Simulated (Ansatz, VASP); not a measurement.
## WS2 in VASP and in Ansatz

File INCAR:

```
  PREC = Accurate
  ENCUT = 520
  EDIFF = 1E-6
  ISMEAR = 0
  SIGMA = 0.05
  LREAL = F
  LASPH = T
  NELM = 100
  ALGO = Normal
  ISIF = 2
  LWAVE = F
  LCHARG = T
  GGA = PE
  IVDW = 12
  LELF = T
  LVHAR = T
  NBANDS = 20
```

File KPOINTS:

```
regular mesh
0
Gamma
  12 12 12
```

Contents of POSCAR:

```
WS2
1.0
    1.6259500000      0.9387426702      5.4597666667
   -1.6259500000      0.9387426702      5.4597666667
    0.0000000000     -1.8774853404      5.4597666667
W S
1 2
Direct
    0.9993440419      0.9993440419      0.9993440419
    0.7527816504      0.7527816504      0.7527816504
    0.5791743077      0.5791743077      0.5791743077
```

Input for Ansatz:

```yaml
crystal:
  lattice:
    - [1.62595, 0.9387426702, 5.4597666667]
    - [-1.62595, 0.9387426702, 5.4597666667]
    - [0.0, -1.8774853404, 5.4597666667]
  atoms:
    - { symbol: W, position: [0.9993440419, 0.9993440419, 0.9993440419] }
    - { symbol: S, position: [0.7527816504, 0.7527816504, 0.7527816504] }
    - { symbol: S, position: [0.5791743077, 0.5791743077, 0.5791743077] }
basis:
  ecutwfc: 420
kpoints:
  mp_grid: { grid: [12, 12, 12] }
hamiltonian:
  xc: pbe
  pseudopotentials: { kind: paw, azcp: { folder: soft_1 } }
  dispersion: d3bj
scf:
  occupations: { method: gaussian, width: 0.05 }
output:
  forces: true
  stress: true
  eigenvalues: true
```

Alike in both runs: task single point; functional PBE; dispersion D3(BJ); k mesh 12 × 12 × 12; occupations gaussian, width 0.05 eV; no spin polarisation.

|  | VASP | Ansatz |
| --- | --- | --- |
| version | VASP 6.6.1 | Ansatz 0.2.0 |
| potentials or method | VASP PAW PBE potentials, release 64 (W_sv, S), cutoff 520 eV | scalar-relativistic, plane waves, PAW |
| valence electrons in the cell | 26 | 26 |

|  | VASP | Ansatz | Ansatz less VASP |
| --- | --- | --- | --- |
| gap on the k mesh at the Fermi level (eV) | none | none | - |
| pressure (GPa) | 9.4 | 9.4 | +0.05 |
| traceless stress, the component that is largest in VASP (GPa) | 16.31 | 16.22 | -0.097 |
| rms of the force components (eV/Å) | 1.120 | 1.117 | -0.0031 |

Atom by atom the forces differ by 0.003 eV/Å (rms over components). A gap of «none» marks a metal or a gap that the smearing closes.

Neither program's run includes spin-orbit coupling.
